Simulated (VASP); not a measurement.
# TePb (I4/mmm) in VASP: further runs, part 2 of 2

VASP 6.6.1.

## (5) Single point, r2SCAN (strain +0.000 along x and y, +0.025 along z)

File POSCAR:

```
TePb
1.0
    0.0000000000      3.2270000000      3.3076750000
    3.2270000000      0.0000000000      3.3076750000
    3.2270000000      3.2270000000      0.0000000000
Te Pb
1 1
Direct
    0.5000000000      0.5000000000      0.5000000000
    0.0000000000      0.0000000000      0.0000000000
```

File INCAR.step1:

```
SYSTEM = TePb
ALGO = Normal ; EDIFF = 1E-4
ENCUT = 520 ; GGA = PE
ISMEAR = 0 ; LASPH = .TRUE.
LCHARG = .FALSE. ; LREAL = .FALSE.
LWAVE = .TRUE. ; NBANDS = 17
NELM = 80 ; PREC = Accurate
SIGMA = 0.05
```

File INCAR.step2:

```
SYSTEM = TePb
ALGO = Normal ; EDIFF = 1E-7
ENCUT = 520 ; ISIF = 2
ISMEAR = 0 ; ISTART = 1
LASPH = .TRUE. ; LCHARG = .FALSE.
LMIXTAU = .TRUE. ; LREAL = .FALSE.
LWAVE = .FALSE. ; METAGGA = R2SCAN
NBANDS = 17 ; NELM = 80
PREC = Accurate ; SIGMA = 0.05
```

File KPOINTS:

```
k-points
0
G
  8 8 8
  0 0 0
```

Potentials or basis: VASP PAW PBE potentials, release 64 (Te, Pb_d).

The run is started by

```sh
> cat potpaw_PBE.64/Te/POTCAR potpaw_PBE.64/Pb_d/POTCAR > POTCAR
> cp INCAR.step1 INCAR
> mpirun -np 1 vasp_std > vasp.out
> cp INCAR.step2 INCAR
> mpirun -np 1 vasp_std > vasp.out
```

OUTCAR:

```text
SYSTEM = TePb
   EDIFF = 1E-7
   ENCUT = 520
   ISIF = 2
   ISMEAR = 0
   ISTART = 1
   LASPH = .TRUE.
   LREAL = .FALSE.
   METAGGA = R2SCAN
   NELM = 80
   PREC = Accurate

 ion  position               nearest neighbor table
   1  0.500  0.500  0.500-   2 3.23   2 3.23   2 3.23   2 3.23   2 3.31   2 3.31
   2  0.000  0.000  0.000-   1 3.23   1 3.23   1 3.23   1 3.23   1 3.31   1 3.31

  LATTYP: Found a body centered tetragonal cell.
 ALAT       =     4.5636671658
 C/A-ratio  =     1.4495689014

  Lattice vectors:

 A1 = (  -3.2270000000,   0.0000000000,   3.3076750000)
 A2 = (   3.2270000000,   0.0000000000,   3.3076750000)
 A3 = (   0.0000000000,   3.2270000000,  -3.3076750000)

Analysis of symmetry for initial positions (statically):
=====================================================================
 Subroutine PRICEL returns:
 Original cell was already a primitive cell.

 Routine SETGRP: Setting up the symmetry group for a
 body centered tetragonal supercell.

 Subroutine GETGRP returns: Found 16 space group operations
 (whereof 16 operations were pure point group operations)
 out of a pool of 16 trial point group operations.

The static configuration has the point symmetry D_4h.

Analysis of symmetry for dynamics (positions and initial velocities):
=====================================================================
 Subroutine PRICEL returns:
 Original cell was already a primitive cell.

 Routine SETGRP: Setting up the symmetry group for a
 body centered tetragonal supercell.

 Subroutine GETGRP returns: Found 16 space group operations
 (whereof 16 operations were pure point group operations)
 out of a pool of 16 trial point group operations.

The dynamic configuration has the point symmetry D_4h.

 Subroutine INISYM returns: Found 16 space group operations
 (whereof 16 operations are pure point group operations),
 and found     1 'primitive' translations

----------------------------------------------------------------------------------------

                                     Primitive cell

  volume of cell :      68.8891

  direct lattice vectors                    reciprocal lattice vectors
     0.000000000  3.227000000  3.307675000    -0.154942671  0.154942671  0.151163582
     3.227000000  0.000000000  3.307675000     0.154942671 -0.154942671  0.151163582
     3.227000000  3.227000000  0.000000000     0.154942671  0.154942671 -0.151163582

  length of vectors
     4.621065127  4.621065127  4.563667166     0.266204604  0.266204604  0.266204604

  position of ions in fractional coordinates (direct lattice)
     0.500000000  0.500000000  0.500000000
     0.000000000  0.000000000  0.000000000

  ion indices of the primitive-cell ions
   primitive index   ion index
                 1           1
                 2           2

----------------------------------------------------------------------------------------

 KPOINTS: k-points

Automatic generation of k-mesh.
 Grid dimensions read from file:
 generate k-points for:    8    8    8

 Generating k-lattice:

  Cartesian coordinates                     Fractional coordinates (reciprocal lattice)
    -0.019367834  0.019367834  0.018895448     0.125000000  0.000000000  0.000000000
     0.019367834 -0.019367834  0.018895448     0.000000000  0.125000000  0.000000000
     0.019367834  0.019367834 -0.018895448     0.000000000  0.000000000  0.125000000

  Length of vectors
     0.033275575  0.033275575  0.033275575

  Shift w.r.t. Gamma in fractional coordinates (k-lattice)
     0.000000000  0.000000000  0.000000000

 Subroutine IBZKPT returns following result:
 ===========================================

 Found     59 irreducible k-points:

 Following reciprocal coordinates:
            Coordinates               Weight
  0.000000  0.000000  0.000000      1.000000
  0.125000  0.000000  0.000000      8.000000
  0.250000  0.000000  0.000000      8.000000
  0.375000  0.000000  0.000000      8.000000
  0.500000  0.000000  0.000000      4.000000
  0.125000  0.125000  0.000000      2.000000
[... 16 lines left out ...]
  0.250000  0.000000  0.125000     16.000000
  0.375000  0.000000  0.125000     16.000000
 [... further k-points ...]
   k-points           NKPTS =     59   k-points in BZ     NKDIM =     59   number of bands    NBANDS=     17
   number of dos      NEDOS =    301   number of ions     NIONS =      2
   total plane-waves  NPLWV =  46656
   dimension x,y,z NGX =    36 NGY =   36 NGZ =   36
   dimension x,y,z NGXF=    72 NGYF=   72 NGZF=   72
   ions per type =               1   1
   NGX,Y,Z   is equivalent  to a cutoff of  12.95, 12.95, 13.11 a.u.
   NGXF,Y,Z  is equivalent  to a cutoff of  25.90, 25.90, 26.23 a.u.
 SYSTEM =  TePb
   PREC   = accura    normal or accurate (medium, high low for compatibility)
   ISTART =      1    job   : 0-new  1-cont  2-samecut
   ICHARG =      0    charge: 1-file 2-atom 10-const
   ISPIN  =      1    spin polarized calculation?
   LNONCOLLINEAR =      F non collinear calculations
   LSORBIT =      F    spin-orbit coupling
   LASPH  =      T    aspherical Exc in radial PAW
   ENCUT  =  520.0 eV  38.22 Ry    6.18 a.u.   8.59  8.59  8.49*2*pi/ulx,y,z
   NELM   =     80;   NELMIN=  2; NELMDL=  0     # of ELM steps
   EDIFF  = 0.1E-06   stopping-criterion for ELM
   LREAL  =      F    real-space projection
   EDIFFG = 0.1E-05   stopping-criterion for IOM
   NSW    =      0    number of steps for IOM
   IBRION =     -1    ionic relax: 0-MD 1-quasi-New 2-CG
   NFREE  =      0    steps in history (QN), initial steepest desc. (CG)
   ISIF   =      2    stress and relaxation
   ISYM   =      2    0-nonsym 1-usesym 2-fastsym
   POTIM  = 0.5000    time-step for ionic-motion
   TEBEG  =    0.0;   TEEND  =   0.0 temperature during run
   PSTRESS=    0.0 pullay stress
   NELECT =      20.0000    total number of electrons
   NUPDOWN=      -1.0000    fix difference up-down
   EMIN   =  10.00;   EMAX   =-10.00  energy-range for DOS
   EFERMI =   0.00;   METHOD = LEGACY
   ISMEAR =     0;   SIGMA  =   0.05  broadening in eV -4-tet -1-fermi 0-gaus
   EFERMI_NEDOS =   21; number of points for ismear=-14 and -15
   IALGO  =     38    algorithm
   IMIX   =      4    mixing-type and parameters
     AMIX     =   0.40;   BMIX     =  1.00
     AMIX_MAG =   1.60;   BMIX_MAG =  1.00
  volume/ion in A,a.u.               =      34.44       232.44
  Fermi-wavevector in a.u.,A,eV,Ry     =   1.084013  2.048488 15.987997  1.175085
  Thomas-Fermi vector in A             =   2.220093
   LORBIT       =      0    0 simple, 1 ext, 2 COOP (PROOUT), +10 PAW based schemes
   METAGGA = R2SCAN    functional components
   LHFCALC =     F    Hartree Fock is set to
   AEXX    =    0.0000 exact exchange contribution
   IVDW    =     0    specifies the selected vdW correction
   LEPSILON=     F    determine dielectric tensor
   LRPA    =     F    only Hartree local field effects (RPA)
 non-spin polarized calculation
 Gauss-broadening in eV      SIGMA  =   0.05
  energy-cutoff  :      520.00
  volume of cell :       68.89
 maximum number of plane-waves:      1874
 NGX is ok and might be reduce to    36
   NGX = 17   NGY = 17   NGZ = 17

 number of electron      20.0000003 magnetization

 Free energy of the ion-electron system (eV)
  ---------------------------------------------------
  ext. energy  EPLUGINS =         0.00000000
  ---------------------------------------------------
  free energy    TOTEN  =       -82.69475711 eV

  energy without entropy =      -82.69475711  energy(sigma->0) =      -82.69475711

 E-fermi :   5.4603     XC(G=0):  -9.7140

 val. band max:        5.2549127609   @ k =   0.5000   0.0000   0.0000
 cond. band min:       6.2843061370   @ k =   0.5000   0.0000   0.0000
 fundamental gap:      1.0293933761
 Fermi energy:         5.4603153721

 k-point     1 :       0.0000    0.0000    0.0000
  band No.  band energies     occupation
      1     -12.1073      2.00000
      2     -12.0949      2.00000
      3     -12.0933      2.00000
      4     -12.0933      2.00000
      5     -12.0848      2.00000
      6      -7.1000      2.00000
[... 9 lines left out ...]
     16      11.5219      0.00000
     17      13.0625      0.00000

 k-point     2 :       0.1250    0.0000    0.0000
  band No.  band energies     occupation
      1     -12.1087      2.00000
      2     -12.0974      2.00000
      3     -12.0926      2.00000
      4     -12.0912      2.00000
      5     -12.0831      2.00000
      6      -6.9633      2.00000
[... 9 lines left out ...]
     16      11.8078      0.00000
     17      13.9409      0.00000
[... 421 lines left out ...]
 k-point    24 :       0.3750    0.0000    0.1250
  band No.  band energies     occupation
      1     -12.1192      2.00000
      2     -12.1082      2.00000
      3     -12.0923      2.00000
      4     -12.0818      2.00000
      5     -12.0708      2.00000
      6      -6.0867      2.00000
[... 9 lines left out ...]
     16      14.3933      0.00000
     17      15.8753      0.00000

 [... further k-points ...]
[... 5 lines left out ...]
  --------------------------------------------------------------------------------------
  -------------------------------------------------------------------------------------
  Total        0.6539411      0.6539411     -0.5059362      0.0000000      0.0000000     -0.0000000
  in kB       15.2089239     15.2089239    -11.7667242      0.0000000      0.0000000     -0.0000000
  external PRESSURE =       6.2170412 kB  Pullay stress =       0.0000000 kB

 VOLUME and BASIS-vectors are now :
 -----------------------------------------------------------------------------
  energy-cutoff  :      520.00
  volume of cell :       68.89
      direct lattice vectors                 reciprocal lattice vectors
     0.000000000  3.227000000  3.307675000    -0.154942671  0.154942671  0.151163582
     3.227000000  0.000000000  3.307675000     0.154942671 -0.154942671  0.151163582
     3.227000000  3.227000000  0.000000000     0.154942671  0.154942671 -0.151163582

 POSITION                                       TOTAL-FORCE (eV/Angst)
 -----------------------------------------------------------------------------------
      3.22700      3.22700      3.30768        -0.000000     -0.000000     -0.000000
      0.00000      0.00000      0.00000         0.000000      0.000000      0.000000
 -----------------------------------------------------------------------------------
    total drift:                               -0.000000      0.000000      0.000000

  FREE ENERGIE OF THE ION-ELECTRON SYSTEM (eV)
  ---------------------------------------------------
  free  energy   TOTEN  =       -82.6947571079 eV

  energy  without entropy=      -82.6947571079  energy(sigma->0) =      -82.69475711
```

Wall time 2 min (1 thread of Intel Xeon 6975P-C (Granite Rapids), shared host); peak memory 0.26 GiB.

What came out:

```yaml
Free_energy: -82.6948 eV
Pressure: 0.6 GPa
Band_gap_on_the_k_mesh: 1.03 eV, direct
```

Levels at points of the mesh, in eV from the valence-band top:
| k point | band 8 | band 9 | band 10 | band 11 | band 12 | band 13 |
| --- | --- | --- | --- | --- | --- | --- |
| (0.00, 0.00, 0.00) | -1.51 | -1.51 | -1.26 | 3.94 | 4.51 | 4.51 |
| (0.50, 0.00, 0.00) | -1.01 | -0.93 | 0.00 | 1.03 | 1.43 | 1.50 |
| (0.50, 0.50, 0.00) | -4.50 | -2.83 | -2.83 | 3.72 | 5.81 | 5.81 |
| (0.50, 0.00, 0.50) | -4.56 | -3.01 | -2.74 | 3.64 | 5.39 | 6.02 |

Caveat: the cell differs from its parent crystal (strain +0.000 along x and y, +0.025 along z); the PAW data sets were made with another functional, which shifts forces and pressure a little; spin-orbit coupling is left out, which moves the levels of the heavy elements. A k mesh can miss the band edges.

## (6) Single point, r2SCAN (strain +0.000 along x and y, +0.050 along z)

File POSCAR:

```
TePb
1.0
    0.0000000000      3.2270000000      3.3883500000
    3.2270000000      0.0000000000      3.3883500000
    3.2270000000      3.2270000000      0.0000000000
Te Pb
1 1
Direct
    0.5000000000      0.5000000000      0.5000000000
    0.0000000000      0.0000000000      0.0000000000
```

Changes to INCAR.step1 since step 5:

```diff
@@ -6,3 +6,3 @@
 LWAVE = .TRUE. ; NBANDS = 17
-NELM = 80 ; PREC = Accurate
+NELM = 100 ; PREC = Accurate
 SIGMA = 0.05
```

File INCAR.step2:

```
SYSTEM = TePb
ALGO = Normal ; EDIFF = 1E-7
ENCUT = 520 ; ISIF = 2
ISMEAR = 0 ; ISTART = 1
LASPH = .TRUE. ; LCHARG = .TRUE.
LELF = .TRUE. ; LMIXTAU = .TRUE.
LREAL = .FALSE. ; LVHAR = .TRUE.
LWAVE = .FALSE. ; METAGGA = R2SCAN
NBANDS = 17 ; NELM = 100
PREC = Accurate ; SIGMA = 0.05
```

KPOINTS is that of step 5.

Potentials or basis: VASP PAW PBE potentials, release 64 (Te, Pb_d).

The run is started by

```sh
> cat potpaw_PBE.64/Te/POTCAR potpaw_PBE.64/Pb_d/POTCAR > POTCAR
> cp INCAR.step1 INCAR
> mpirun -np 1 vasp_std > vasp.out
> cp INCAR.step2 INCAR
> mpirun -np 1 vasp_std > vasp.out
```

Wall time 2.2 min (1 thread of Intel Xeon 6975P-C (Granite Rapids), shared host); peak memory 0.26 GiB.

The run converged. Its results:

* Free energy: -82.6715 eV
* Pressure: -0.2 GPa
* Band gap on the k mesh: 0.99 eV, direct

Stress tensor (GPa, compression positive):
```
 1.32  0.00  0.00
 0.00  1.32  0.00
 0.00  0.00 -3.22
```

Levels at points of the mesh, in eV from the valence-band top:
```tsv
k point	band 7	band 8	band 9	band 10	band 11	band 12	band 13	band 14
(0.00, 0.00, 0.00)	-5.79	-1.52	-1.52	-1.06	3.56	4.62	4.62	6.06
(0.50, 0.00, 0.00)	-8.72	-1.01	-0.85	0.00	0.99	1.47	1.57	8.82
(0.50, 0.50, 0.00)	-7.22	-4.30	-2.69	-2.69	3.83	5.76	5.76	6.37
(0.50, 0.00, 0.50)	-7.59	-4.43	-3.04	-2.52	3.69	4.97	6.15	7.11
```

Caveat: the cell differs from its parent crystal (strain +0.000 along x and y, +0.050 along z); the PAW data sets were made with another functional, which shifts forces and pressure a little; spin-orbit coupling is left out, which moves the levels of the heavy elements.

## (7) Summary

```tsv
cell	gap on the mesh (eV)	pressure (GPa)
a = 4.565, b = 4.565, c = 4.450 Å, angles 60.8, 60.8, 58.3°, 2 atoms	0.78	3.5
a = 4.735, b = 4.735, c = 4.792 Å, angles 59.6, 59.6, 60.8°, 2 atoms	1.21	-2.9
a = 4.507, b = 4.507, c = 4.564 Å, angles 59.6, 59.6, 60.8°, 2 atoms	0.91	3.1
a = 4.621, b = 4.621, c = 4.564 Å, angles 60.4, 60.4, 59.2°, 2 atoms	1.03	0.6
a = 4.679, b = 4.679, c = 4.564 Å, angles 60.8, 60.8, 58.4°, 2 atoms	0.99	-0.2
```

Alike in all rows: task single point; level r2SCAN; potentials or basis VASP PAW PBE potentials, release 64 (Te, Pb_d); no spin polarisation; k mesh 8 × 8 × 8; cutoff (eV) 520; smearing gaussian 0.05 eV.

Caveats: the PAW data sets were made with another functional, which shifts forces and pressure a little; spin-orbit coupling is left out, which moves the levels of the heavy elements.

Absolute energies hang on the potentials; compare differences alone.
